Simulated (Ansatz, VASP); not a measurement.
AlN: VASP beside Ansatz

File POSCAR:

```
AlN
1.0
    0.0000000000      2.1839935596      2.1839935596
    2.1839935596      0.0000000000      2.1839935596
    2.1839935596      2.1839935596      0.0000000000
Al N
1 1
Direct
   -0.0264355298     -0.0264355298     -0.0264355298
    0.7500000000      0.7500000000      0.7500000000
```

File INCAR.step1:

```
SYSTEM = AlN
ALGO = Normal
EDIFF = 1E-4
ENCUT = 520
GGA = PE
ISMEAR = 0
LASPH = .TRUE.
LCHARG = .FALSE.
LREAL = .FALSE.
LWAVE = .TRUE.
NBANDS = 11
NELM = 100
PREC = Accurate
SIGMA = 0.05
```

Contents of INCAR.step2:

```
SYSTEM = AlN
ALGO = Normal
EDIFF = 1E-6
ENCUT = 520
ISIF = 2
ISMEAR = 0
ISTART = 1
LASPH = .TRUE.
LCHARG = .FALSE.
LMIXTAU = .TRUE.
LREAL = .FALSE.
LWAVE = .FALSE.
METAGGA = R2SCAN
NBANDS = 11
NELM = 100
PREC = Accurate
SIGMA = 0.05
```

Contents of KPOINTS:

```
k-points
0
G
  10 10 10
  0 0 0
```

Input for Ansatz:

```yaml
crystal:
  lattice:
    - [0.0, 2.1839935596, 2.1839935596]
    - [2.1839935596, 0.0, 2.1839935596]
    - [2.1839935596, 2.1839935596, 0.0]
  atoms:
    - { symbol: Al, position: [-0.0264355298, -0.0264355298, -0.0264355298] }
    - { symbol: "N", position: [0.75, 0.75, 0.75] }
basis:
  ecutwfc: 500
kpoints:
  mp_grid: { grid: [10, 10, 10] }
hamiltonian:
  xc: r2scan
scf:
  occupations: { method: gaussian, width: 0.05 }
output:
  forces: true
  stress: true
  eigenvalues: true
```

Change from the starting cell: all Al atoms moved -0.200 Å, as atom 1 along Cartesian [1 1 1].

Alike in both runs: task single point; functional r2SCAN; k mesh 10 × 10 × 10; occupations gaussian, width 0.05 eV; no spin polarisation.

|  | VASP | Ansatz |
| --- | --- | --- |
| version | VASP 6.6.1 | Ansatz 0.2.0 |
| potentials or method | VASP PAW PBE potentials, release 64 (Al, N), cutoff 520 eV | scalar-relativistic, plane waves, PAW |
| valence electrons in the cell | 8 | 8 |

VASP gave:

```
gap on the k mesh at the Fermi level (eV)                     : 3.66
least direct gap on the mesh (eV)                             : 4.54
pressure (GPa)                                                : 6.9
traceless stress, the component that is largest in VASP (GPa) : 13.44
rms of the force components (eV/Å)                            : 2.824
```

Task: Which values does Ansatz return?

Result: gap on the k mesh at the Fermi level (eV): 3.67; least direct gap on the mesh (eV): 4.50; pressure (GPa): 7.1; traceless stress, the component that is largest in VASP (GPa): 13.11; rms of the force components (eV/Å): 2.780.

VASP's potentials were made for PBE, not for r2SCAN. Atom by atom the forces differ by 0.044 eV/Å (rms over components).
